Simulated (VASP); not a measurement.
# ZrTi3Se3 (Pm-3m) in VASP: single point with PBE

Aim: the single point of ZrTi3Se3 with PBE.

Everything below comes from runs of VASP 6.6.1. Logs are shortened: lines on timing, memory, paths and dates and some standing lists are left out, and cuts for length are marked.

### 1 The cell of the first run

The structure is cubic, space group Pm-3m (No. 221). The conventional cell has a = 5.272 Å, b = 5.272 Å, c = 5.272 Å, α = 90.00°, β = 90.00°, γ = 90.00°. Zr (site symmetry m-3m) has 6 Ti at 2.64 Å within 3.5 Å. Ti (site symmetry 4/mmm) has 2 Zr at 2.64 Å and 4 Se at 2.64 Å within 3.5 Å. Within 3.5 Å of Se (site symmetry 4/mmm) lie 4 Ti at 2.64 Å.

The cell was built from a structure type or drawn by symmetry, and may not be a known phase.

### 2 Single point, PBE, collinear spin

File INCAR:

```
SYSTEM = ZrTi3Se3
PREC = Accurate ; ENCUT = 520
EDIFF = 1E-7 ; ISMEAR = 0
SIGMA = 0.1 ; LREAL = .False.
LASPH = .True. ; NELM = 150
ALGO = Normal ; ISIF = 2
LWAVE = .False. ; LCHARG = .False.
ISPIN = 2 ; MAGMOM = 0 1 1 1 0 0 0
LORBIT = 11 ; LMAXMIX = 4
GGA = PE ; NBANDS = 46
```

File KPOINTS:

```
Automatic mesh
0
Gamma
  4 4 4
  0 0 0
```

File POSCAR:

```
ZrTi3Se3
1.0
    5.2724545700      0.0000000000      0.0000000000
    0.0000000000      5.2724545700      0.0000000000
    0.0000000000      0.0000000000      5.2724545700
Zr Ti Se
1 3 3
Direct
    0.5000000000      0.5000000000      0.5000000000
    0.5000000000      0.5000000000      0.0000000000
    0.0000000000      0.5000000000      0.5000000000
    0.5000000000      0.0000000000      0.5000000000
    0.5000000000      0.0000000000      0.0000000000
    0.0000000000      0.5000000000      0.0000000000
    0.0000000000      0.0000000000      0.5000000000
```

Potentials or basis: VASP PAW PBE potentials, release 64 (Zr_sv, Ti_sv, Se).

Launch:

```sh
$ cat potpaw_PBE.64/Zr_sv/POTCAR potpaw_PBE.64/Ti_sv/POTCAR potpaw_PBE.64/Se/POTCAR > POTCAR
$ mpirun -np 1 vasp_std > vasp.out
```

OUTCAR:

```text
SYSTEM = ZrTi3Se3
   PREC = Accurate
   ENCUT = 520
   EDIFF = 1E-7
   ISMEAR = 0
   LREAL = .False.
   LASPH = .True.
   NELM = 150
   ISIF = 2
   ISPIN = 2
   LORBIT = 11
   GGA = PE

 ion  position               nearest neighbor table
   1  0.500  0.500  0.500-   2 2.64   3 2.64   4 2.64   2 2.64   4 2.64   3 2.64
   2  0.500  0.500  0.000-   1 2.64   5 2.64   6 2.64   1 2.64   5 2.64   6 2.64
   3  0.000  0.500  0.500-   1 2.64   6 2.64   7 2.64   6 2.64   7 2.64   1 2.64
   4  0.500  0.000  0.500-   1 2.64   5 2.64   7 2.64   5 2.64   1 2.64   7 2.64
   5  0.500  0.000  0.000-   2 2.64   4 2.64   4 2.64   2 2.64
   6  0.000  0.500  0.000-   2 2.64   3 2.64   3 2.64   2 2.64
   7  0.000  0.000  0.500-   3 2.64   4 2.64   3 2.64   4 2.64

  LATTYP: Found a simple cubic cell.
 ALAT       =     5.2724545700

  Lattice vectors:

 A1 = (   5.2724545700,   0.0000000000,   0.0000000000)
 A2 = (   0.0000000000,   5.2724545700,   0.0000000000)
 A3 = (   0.0000000000,   0.0000000000,   5.2724545700)

Analysis of symmetry for initial positions (statically):
=====================================================================
 Subroutine PRICEL returns:
 Original cell was already a primitive cell.

 Routine SETGRP: Setting up the symmetry group for a
 simple cubic supercell.

 Subroutine GETGRP returns: Found 48 space group operations
 (whereof 48 operations were pure point group operations)
 out of a pool of 48 trial point group operations.

The static configuration has the point symmetry O_h .

Analysis of symmetry for dynamics (positions and initial velocities):
=====================================================================
 Subroutine PRICEL returns:
 Original cell was already a primitive cell.

 Routine SETGRP: Setting up the symmetry group for a
 simple cubic supercell.

 Subroutine GETGRP returns: Found 48 space group operations
 (whereof 48 operations were pure point group operations)
 out of a pool of 48 trial point group operations.

The dynamic configuration has the point symmetry O_h .

Analysis of structural, dynamic, and magnetic symmetry:
=====================================================================
 Subroutine PRICEL returns:
 Original cell was already a primitive cell.

 Routine SETGRP: Setting up the symmetry group for a
 simple cubic supercell.

 Subroutine GETGRP returns: Found 48 space group operations
 (whereof 48 operations were pure point group operations)
 out of a pool of 48 trial point group operations.

The overall configuration has the point symmetry O_h .

 Subroutine INISYM returns: Found 48 space group operations
 (whereof 48 operations are pure point group operations),
 and found     1 'primitive' translations

----------------------------------------------------------------------------------------

                                     Primitive cell

  volume of cell :     146.5678

  direct lattice vectors                    reciprocal lattice vectors
     5.272454570  0.000000000  0.000000000     0.189664982  0.000000000  0.000000000
     0.000000000  5.272454570  0.000000000     0.000000000  0.189664982  0.000000000
     0.000000000  0.000000000  5.272454570     0.000000000  0.000000000  0.189664982

  length of vectors
     5.272454570  5.272454570  5.272454570     0.189664982  0.189664982  0.189664982

  position of ions in fractional coordinates (direct lattice)
     0.500000000  0.500000000  0.500000000
     0.500000000  0.500000000  0.000000000
     0.000000000  0.500000000  0.500000000
     0.500000000  0.000000000  0.500000000
     0.500000000  0.000000000  0.000000000
     0.000000000  0.500000000  0.000000000
     0.000000000  0.000000000  0.500000000

  ion indices of the primitive-cell ions
   primitive index   ion index
                 1           1
                 2           2
                 3           3
                 4           4
                 5           5
                 6           6
                 7           7

----------------------------------------------------------------------------------------

 KPOINTS: Automatic mesh
[... 36 lines left out ...]
   number of dos      NEDOS =    301   number of ions     NIONS =      7
   total plane-waves  NPLWV =  64000
   dimension x,y,z NGX =    40 NGY =   40 NGZ =   40
   dimension x,y,z NGXF=    80 NGYF=   80 NGZF=   80
   ions per type =               1   3   3
   NGX,Y,Z   is equivalent  to a cutoff of  12.61, 12.61, 12.61 a.u.
   NGXF,Y,Z  is equivalent  to a cutoff of  25.22, 25.22, 25.22 a.u.
 SYSTEM =  ZrTi3Se3
   PREC   = accura    normal or accurate (medium, high low for compatibility)
   ISTART =      0    job   : 0-new  1-cont  2-samecut
   ICHARG =      2    charge: 1-file 2-atom 10-const
   ISPIN  =      2    spin polarized calculation?
   LNONCOLLINEAR =      F non collinear calculations
   LSORBIT =      F    spin-orbit coupling
   LASPH  =      T    aspherical Exc in radial PAW
   ENCUT  =  520.0 eV  38.22 Ry    6.18 a.u.   9.80  9.80  9.80*2*pi/ulx,y,z
   NELM   =    150;   NELMIN=  2; NELMDL= -5     # of ELM steps
   EDIFF  = 0.1E-06   stopping-criterion for ELM
   LREAL  =      F    real-space projection
   EDIFFG = 0.1E-05   stopping-criterion for IOM
   NSW    =      0    number of steps for IOM
   IBRION =     -1    ionic relax: 0-MD 1-quasi-New 2-CG
   NFREE  =      0    steps in history (QN), initial steepest desc. (CG)
   ISIF   =      2    stress and relaxation
   ISYM   =      2    0-nonsym 1-usesym 2-fastsym
   POTIM  = 0.5000    time-step for ionic-motion
   TEBEG  =    0.0;   TEEND  =   0.0 temperature during run
   PSTRESS=    0.0 pullay stress
   NELECT =      66.0000    total number of electrons
   NUPDOWN=      -1.0000    fix difference up-down
   EMIN   =  10.00;   EMAX   =-10.00  energy-range for DOS
   EFERMI =   0.00;   METHOD = LEGACY
   ISMEAR =     0;   SIGMA  =   0.10  broadening in eV -4-tet -1-fermi 0-gaus
   EFERMI_NEDOS =   21; number of points for ismear=-14 and -15
   IALGO  =     38    algorithm
   IMIX   =      4    mixing-type and parameters
     AMIX     =   0.40;   BMIX     =  1.00
     AMIX_MAG =   1.60;   BMIX_MAG =  1.00
  volume/ion in A,a.u.               =      20.94       141.30
  Fermi-wavevector in a.u.,A,eV,Ry     =   1.254806  2.371240 21.422896  1.574538
  Thomas-Fermi vector in A             =   2.388593
   LORBIT       =     11    0 simple, 1 ext, 2 COOP (PROOUT), +10 PAW based schemes
   GGA     = PE    functional components
   LHFCALC =     F    Hartree Fock is set to
   AEXX    =    0.0000 exact exchange contribution
   IVDW    =     0    specifies the selected vdW correction
   LEPSILON=     F    determine dielectric tensor
   LRPA    =     F    only Hartree local field effects (RPA)
 spin polarized calculation
 Gauss-broadening in eV      SIGMA  =   0.10
  energy-cutoff  :      520.00
  volume of cell :      146.57
 maximum number of plane-waves:      3968
 NGX is ok and might be reduce to    40
   NGX = 19   NGY = 19   NGZ = 19

 number of electron      65.9999976 magnetization       1.3747428

 Free energy of the ion-electron system (eV)
  ---------------------------------------------------
  ext. energy  EPLUGINS =         0.00000000
  ---------------------------------------------------
  free energy    TOTEN  =       -44.23675363 eV

  energy without entropy =      -44.19531756  energy(sigma->0) =      -44.21603560

 E-fermi :   6.5155     XC(G=0): -10.3959

 val. band max:        6.5134311297   @ k =   0.5000   0.5000   0.0000
 cond. band min:       6.5461928011   @ k =   0.5000   0.2500   0.2500
 fundamental gap:      0.0327616713
 Fermi energy:         6.5155067314

 spin component 1

 k-point     1 :       0.0000    0.0000    0.0000
  band No.  band energies     occupation
      1     -50.8939      1.00000
      2     -50.8861      1.00000
      3     -50.8861      1.00000
      4     -41.9569      1.00000
      5     -27.2996      1.00000
      6     -27.2996      1.00000
[... 469 lines left out ...]
     44       8.1140      0.00000
     45       8.1474      0.00000
 Fermi energy:         6.5155067314

 spin component 2

 k-point     1 :       0.0000    0.0000    0.0000
  band No.  band energies     occupation
      1     -50.6188      1.00000
      2     -50.6110      1.00000
      3     -50.6110      1.00000
      4     -41.8682      1.00000
      5     -27.0515      1.00000
      6     -27.0515      1.00000
[... 469 lines left out ...]
     44       8.2983      0.00000
     45       8.3055      0.00000
 [bands above 45 left out]

------------------------ aborting loop because EDIFF is reached ----------------------------------------

  FORCE on cell =-STRESS in cart. coord.  units (eV):
  Direction    XX          YY          ZZ          XY          YZ          ZX
  --------------------------------------------------------------------------------------
  -------------------------------------------------------------------------------------
  Total        0.5131918      0.5131918      0.5131918     -0.0000000     -0.0000000      0.0000000
  in kB        5.6098564      5.6098564      5.6098564     -0.0000000     -0.0000000      0.0000000
  external PRESSURE =       5.6098564 kB  Pullay stress =       0.0000000 kB

 VOLUME and BASIS-vectors are now :
 -----------------------------------------------------------------------------
  energy-cutoff  :      520.00
  volume of cell :      146.57
      direct lattice vectors                 reciprocal lattice vectors
     5.272454570  0.000000000  0.000000000     0.189664982  0.000000000  0.000000000
     0.000000000  5.272454570  0.000000000     0.000000000  0.189664982  0.000000000
     0.000000000  0.000000000  5.272454570     0.000000000  0.000000000  0.189664982

 POSITION                                       TOTAL-FORCE (eV/Angst)
 -----------------------------------------------------------------------------------
      2.63623      2.63623      2.63623         0.000000      0.000000      0.000000
      2.63623      2.63623      0.00000         0.000000      0.000000      0.000000
      0.00000      2.63623      2.63623         0.000000      0.000000      0.000000
      2.63623      0.00000      2.63623         0.000000      0.000000      0.000000
      2.63623      0.00000      0.00000         0.000000      0.000000      0.000000
      0.00000      2.63623      0.00000         0.000000      0.000000      0.000000
      0.00000      0.00000      2.63623         0.000000      0.000000      0.000000
 -----------------------------------------------------------------------------------
    total drift:                                0.000000      0.000000     -0.000000

  FREE ENERGIE OF THE ION-ELECTRON SYSTEM (eV)
  ---------------------------------------------------
  free  energy   TOTEN  =       -44.2367536346 eV

  energy  without entropy=      -44.1953175645  energy(sigma->0) =      -44.21603560

 total charge

# of ion       s       p       d       tot
------------------------------------------
    1        2.291   5.913   2.048  10.251
    2        2.177   6.073   2.035  10.285
    3        2.177   6.073   2.035  10.285
    4        2.177   6.073   2.035  10.285
    5        1.444   2.392   0.033   3.869
    6        1.444   2.392   0.033   3.869
    7        1.444   2.392   0.033   3.869
--------------------------------------------------
tot         13.156  31.307   8.251  52.714

 magnetization (x)

# of ion       s       p       d       tot
------------------------------------------
    1        0.004   0.016   0.126   0.146
    2        0.003   0.005   0.282   0.290
    3        0.003   0.005   0.282   0.290
    4        0.003   0.005   0.282   0.290
    5        0.001  -0.005   0.003  -0.001
    6        0.001  -0.005   0.003  -0.001
    7        0.001  -0.005   0.003  -0.001
--------------------------------------------------
tot          0.016   0.017   0.982   1.015
```

It took 5.2 min on 1 thread of AMD EPYC 7R43 (Zen 3), shared host; peak memory 0.31 GiB.

What came out:

```yaml
Free_energy: -44.2368 eV
Pressure: 0.6 GPa
Net_moment: 1.37 μB per cell
Site_moments: Zr +0.15; Ti +0.29; Se -0.00 μB
Valence_electrons_inside_the_program's_atomic_spheres: Zr 10.25; Ti 10.29; Se 3.87
```

Levels at points of the mesh, in eV from the Fermi level:
Spin up:
```tsv
k point	band 30	band 31	band 32	band 33	band 34	band 35	band 36	band 37	band 38	band 39
(0.00, 0.00, 0.00)	-1.90	-1.90	-1.01	-1.01	-1.01	0.18	0.18	0.18	0.47	0.92
(0.50, 0.00, 0.00)	-1.94	-1.78	-0.19	-0.19	-0.05	0.06	0.06	0.44	0.82	0.83
(0.50, 0.50, 0.00)	-0.59	0.00	0.00	0.18	0.18	0.21	0.38	0.59	0.61	0.98
(0.50, 0.50, 0.50)	-0.15	-0.15	-0.15	0.33	0.33	0.33	0.86	0.86	0.86	0.87
```
Spin down:
```
           k point  band 28  band 29  band 30  band 31  band 32  band 33  band 34  band 35
(0.00, 0.00, 0.00)    -2.29    -2.29    -1.73    -1.73    -1.01    -1.01    -1.01     0.38
(0.50, 0.00, 0.00)    -1.91    -1.89    -1.89    -1.62     0.13     0.13     0.13     0.28
(0.50, 0.50, 0.00)    -1.65    -0.64    -0.61     0.26     0.26     0.40     0.41     0.41
(0.50, 0.50, 0.50)    -1.11    -1.11     0.12     0.12     0.12     0.55     0.55     0.55
```
